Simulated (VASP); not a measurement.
Write the native input for VASP 6.6.1 that does the following.

```
Task                   : single point
Functional             : PBEsol
Potentials or basis    : VASP PAW PBE potentials, release 64 (Cd, S)
Cutoff                 : 520 eV
k mesh                 : 8 × 8 × 8
Occupations            : gaussian, width 0.05 eV
Spin                   : no spin polarisation
Dipole correction      : no
Further INCAR settings : ALGO = Normal; EDIFF = 1e-07; NBANDS = 16
```

The structure of CdS lies in POSCAR:

```
CdS
1.0
    0.0000000000      2.9099991734      2.9099991734
    2.9099991734      0.0000000000      2.9099991734
    2.9099991734      2.9099991734      0.0000000000
Cd S
1 1
Direct
    0.0000000000      0.0000000000      0.0000000000
    0.7500000000      0.7500000000      0.7500000000
```

These files were run (other wordings do the same):

INCAR

```
PREC = Accurate ; ENCUT = 520
EDIFF = 1E-7 ; ISMEAR = 0
SIGMA = 0.05 ; LREAL = False
LASPH = True ; NELM = 100
ALGO = Normal ; ISIF = 2
LWAVE = False ; LCHARG = True
GGA = PS ; LELF = True
LVHAR = True ; NBANDS = 16
```

KPOINTS

```
Automatic mesh
0
Gamma
  8 8 8
```

Potentials or basis: VASP PAW PBE potentials, release 64 (Cd, S).

Command:

```sh
$ cat potpaw_PBE.64/Cd/POTCAR potpaw_PBE.64/S/POTCAR > POTCAR
$ mpirun -np 1 vasp_std > vasp.out
```

Results of the run:

The pressure is 0.5 GPa and the band gap on the k mesh is 1.02 eV, direct.

Caveat: the PAW data sets were made with another functional, which shifts forces and pressure a little.

Wall time 20 s on 1 thread of Intel(R) Xeon(R) Platinum 8259CL CPU @ 2.50GHz (Skylake/Cascade Lake), with other jobs on the host, peak memory 0.18 GiB.
